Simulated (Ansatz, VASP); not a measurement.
**W: VASP beside Ansatz**

```
W
1.0
     0.00000    1.97925    2.03000
     2.03000    0.00000    2.03000
     2.03000    1.97925    0.00000
W
1
Direct
  0.00000 0.00000 0.00000
```

Change from the starting cell: strain -0.0250 x Voigt [0, 1, 0, 0, 0, 0], atoms carried along.

Alike in both runs: task single point; functional r2SCAN; k mesh 20 × 20 × 20; occupations gaussian, width 0.15 eV; no spin polarisation.

|  | VASP | Ansatz |
| --- | --- | --- |
| version | VASP 6.6.1 | Ansatz 0.2.0 |
| potentials or method | VASP PAW PBE potentials, release 64 (W_sv), cutoff 520 eV | scalar-relativistic, plane waves, PAW |
| valence electrons in the cell | 14 | 14 |

```tsv
	VASP	Ansatz	Ansatz less VASP
gap on the k mesh at the Fermi level (eV)	none	none	-
pressure (GPa)	-0.7	-1.8	-1.11
traceless stress, the component that is largest in VASP (GPa)	-7.73	-7.65	+0.079
```

VASP's potentials were made for PBE, not for r2SCAN. A gap of «none» marks a metal or a gap that the smearing closes.

Neither program's run includes spin-orbit coupling.
